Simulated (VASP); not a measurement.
# KF (Fm-3m) in VASP: notebook, part 3 of 3

VASP 6.6.1.

**6. Electric field gradients, PBE**

The input, INCAR:

```
PREC     = Accurate       # precision mode
ENCUT    = 520            # plane-wave cutoff, eV
EDIFF    = 1E-8           # SCF threshold, eV
ISMEAR   = -1             # smearing method
SIGMA    = 0.01           # smearing width, eV
LREAL    = False          # projectors in reciprocal space
LASPH    = True           # aspherical terms in the spheres
NELM     = 60             # most SCF steps
ALGO     = Normal         # electronic algorithm
ISIF     = 2              # what is computed and relaxed
LWAVE    = False          # write WAVECAR
LCHARG   = False          # write CHGCAR
GGA      = PE             # functional
LEFG     = True         
NBANDS   = 15             # bands
```

The input, KPOINTS:

```
Automatic mesh
0
Gamma
  9 9 9
```

The input, POSCAR:

```
KF
1.0
    0.0000000000      2.6735000000      2.6735000000
    2.6735000000      0.0000000000      2.6735000000
    2.6735000000      2.6735000000      0.0000000000
K F
1 1
Direct
    0.0000000000      0.0000000000      0.0000000000
    0.5000000000      0.5000000000      0.5000000000
```

Potentials or basis: VASP PAW PBE potentials, release 64 (K_sv, F).

The run is started by

```console
> cat potpaw_PBE.64/K_sv/POTCAR potpaw_PBE.64/F/POTCAR > POTCAR
> mpirun -np 1 vasp_std > vasp.out
```

OUTCAR:

```text
PREC = Accurate
   ENCUT = 520
   EDIFF = 1E-8
   ISMEAR = -1
   LREAL = False
   LASPH = True
   NELM = 60
   ISIF = 2
   GGA = PE

 ion  position               nearest neighbor table
   1  0.000  0.000  0.000-   2 2.67   2 2.67   2 2.67   2 2.67   2 2.67   2 2.67
   2  0.500  0.500  0.500-   1 2.67   1 2.67   1 2.67   1 2.67   1 2.67   1 2.67

  LATTYP: Found a face centered cubic cell.
 ALAT       =     5.3470000000

  Lattice vectors:

 A1 = (   0.0000000000,   2.6735000000,   2.6735000000)
 A2 = (   2.6735000000,   0.0000000000,   2.6735000000)
 A3 = (   2.6735000000,   2.6735000000,   0.0000000000)

Analysis of symmetry for initial positions (statically):
=====================================================================
 Subroutine PRICEL returns:
 Original cell was already a primitive cell.

 Routine SETGRP: Setting up the symmetry group for a
 face centered cubic supercell.

 Subroutine GETGRP returns: Found 48 space group operations
 (whereof 48 operations were pure point group operations)
 out of a pool of 48 trial point group operations.

The static configuration has the point symmetry O_h .

Analysis of symmetry for dynamics (positions and initial velocities):
=====================================================================
 Subroutine PRICEL returns:
 Original cell was already a primitive cell.

 Routine SETGRP: Setting up the symmetry group for a
 face centered cubic supercell.

 Subroutine GETGRP returns: Found 48 space group operations
 (whereof 48 operations were pure point group operations)
 out of a pool of 48 trial point group operations.

The dynamic configuration has the point symmetry O_h .
[... 164 lines left out ...]
     10       7.8647      0.00000
     11       7.8647      0.00000
     12       7.8647      0.00000
     13       9.5339      0.00000
     14       9.5339      0.00000
[... 401 lines left out ...]
      2     -21.4833      2.00000
      3     -12.7274      2.00000
      4     -12.4069      2.00000
      5     -12.4069      2.00000
      6      -3.0577      2.00000
      7      -2.8675      2.00000
      8      -2.8675      2.00000
      9       5.4398      0.00000
     10       7.2736      0.00000
     11       9.0752      0.00000
     12      10.7463      0.00000
     13      11.2258      0.00000
     14      11.2258      0.00000
     15      13.3063      0.00000

 [... further k-points ...]
[... 5 lines left out ...]
  --------------------------------------------------------------------------------------
  -------------------------------------------------------------------------------------
  Total        0.3232531      0.3232531      0.3232531      0.0000000      0.0000000      0.0000000
  in kB       13.5513556     13.5513556     13.5513556      0.0000000      0.0000000      0.0000000
  external PRESSURE =      13.5513556 kB  Pullay stress =       0.0000000 kB

 VOLUME and BASIS-vectors are now :
 -----------------------------------------------------------------------------
  energy-cutoff  :      520.00
  volume of cell :       38.22
      direct lattice vectors                 reciprocal lattice vectors
     0.000000000  2.673500000  2.673500000    -0.187020759  0.187020759  0.187020759
     2.673500000  0.000000000  2.673500000     0.187020759 -0.187020759  0.187020759
     2.673500000  2.673500000  0.000000000     0.187020759  0.187020759 -0.187020759

 POSITION                                       TOTAL-FORCE (eV/Angst)
 -----------------------------------------------------------------------------------
      0.00000      0.00000      0.00000        -0.000000      0.000000      0.000000
      2.67350      2.67350      2.67350         0.000000     -0.000000     -0.000000
 -----------------------------------------------------------------------------------
    total drift:                                0.000000      0.000000      0.000000

  FREE ENERGIE OF THE ION-ELECTRON SYSTEM (eV)
  ---------------------------------------------------
  free  energy   TOTEN  =        -8.2908133992 eV

  energy  without entropy=       -8.2908133992  energy(sigma->0) =       -8.29081340

 Electric field gradients (V/A^2)
---------------------------------------------------------------------
 ion       V_xx      V_yy      V_zz      V_xy      V_xz      V_yz
---------------------------------------------------------------------
   1      -0.000    -0.000    -0.000     0.000     0.000     0.000
   2      -0.000     0.000    -0.000     0.008     0.008     0.008
---------------------------------------------------------------------

 Electric field gradients after diagonalization (V/A^2)
 (convention: |V_zz| > |V_xx| > |V_yy|)
----------------------------------------------------------------------
 ion       V_xx      V_yy      V_zz     asymmetry (V_yy - V_xx)/ V_zz
----------------------------------------------------------------------
   1      -0.000    -0.000     0.000       0.000
   2      -0.008    -0.008     0.015       0.000
----------------------------------------------------------------------

           NMR quadrupolar parameters

 Cq : quadrupolar parameter    Cq=e*Q*V_zz/h
 eta: asymmetry parameters     (V_yy - V_xx)/ V_zz
 Q  : nuclear electric quadrupole moment in mb (millibarn)
----------------------------------------------------------------------
 ion       Cq(MHz)       eta       Q (mb)
----------------------------------------------------------------------
   1       0.000       0.000       1.000
   2       0.000       0.000       1.000
----------------------------------------------------------------------
```

OSZICAR:

```text
N       E                     dE             d eps       ncg     rms          rms(c)
DAV:   1     0.111421325796E+03    0.11142E+03   -0.82286E+03  1066   0.104E+03
DAV:   2    -0.497878291452E+01   -0.11640E+03   -0.10728E+03  1443   0.286E+02
DAV:   3    -0.943646007823E+01   -0.44577E+01   -0.44392E+01  1374   0.497E+01
DAV:   4    -0.955213061058E+01   -0.11567E+00   -0.11565E+00  1381   0.776E+00
DAV:   5    -0.955483884491E+01   -0.27082E-02   -0.27082E-02  1482   0.938E-01    0.632E+00
DAV:   6    -0.832196365386E+01    0.12329E+01   -0.35084E+00  1127   0.147E+01    0.401E+00
DAV:   7    -0.829250272240E+01    0.29461E-01   -0.66020E-02  1253   0.223E+00    0.225E+00
DAV:   8    -0.828855109621E+01    0.39516E-02   -0.51349E-02  1169   0.224E+00    0.195E-01
DAV:   9    -0.829011825748E+01   -0.15672E-02   -0.38430E-03  1358   0.514E-01    0.123E-01
DAV:  10    -0.829068654086E+01   -0.56828E-03   -0.47166E-04  1120   0.188E-01    0.617E-02
DAV:  11    -0.829081439279E+01   -0.12785E-03   -0.12777E-04  1148   0.947E-02    0.196E-02
DAV:  12    -0.829081331083E+01    0.10820E-05   -0.12666E-05  1254   0.354E-02    0.436E-03
DAV:  13    -0.829081340079E+01   -0.89961E-07   -0.21177E-06  1148   0.131E-02    0.231E-03
DAV:  14    -0.829081339920E+01    0.15953E-08   -0.65502E-08  1344   0.231E-03
   1 F= -.82908134E+01 E0= -.82908134E+01  d E =-.424657E-12
```

It took 52 s on 1 thread of AMD EPYC 7R13, shared host; peak memory 0.13 GiB.

Results:

* Free energy: -8.2908 eV
* Pressure: 1.4 GPa
* Band gap on the k mesh: 6.16 eV, direct

Caveat: without QUAD_EFG the Cq values of the log hold for a quadrupole moment of 1 mb, not for the nuclei. A k mesh can miss the band edges.

**7. Summary**

```tsv
task	cell	k mesh for the DOS	occupations for the DOS	gap on the mesh (eV)	pressure (GPa)
density of states	a = 3.781 Å, angles 60.0°, 2 atoms	14 × 14 × 14	tetrahedron	-	-
electric field gradients	a = 3.704 Å, angles 60.0°, 2 atoms	-	-	6.49	3.9
electric field gradients	a = 3.743 Å, angles 60.0°, 2 atoms	-	-	6.32	2.5
electric field gradients	a = 3.781 Å, angles 60.0°, 2 atoms	-	-	6.16	1.4
```

Alike in all rows: level PBE; potentials or basis VASP PAW PBE potentials, release 64 (K_sv, F); no spin polarisation; k mesh 9 × 9 × 9; cutoff (eV) 520; smearing fermi-dirac 0.01 eV.

Total energies depend on the potentials used, so only differences within one code and one set of settings carry meaning.
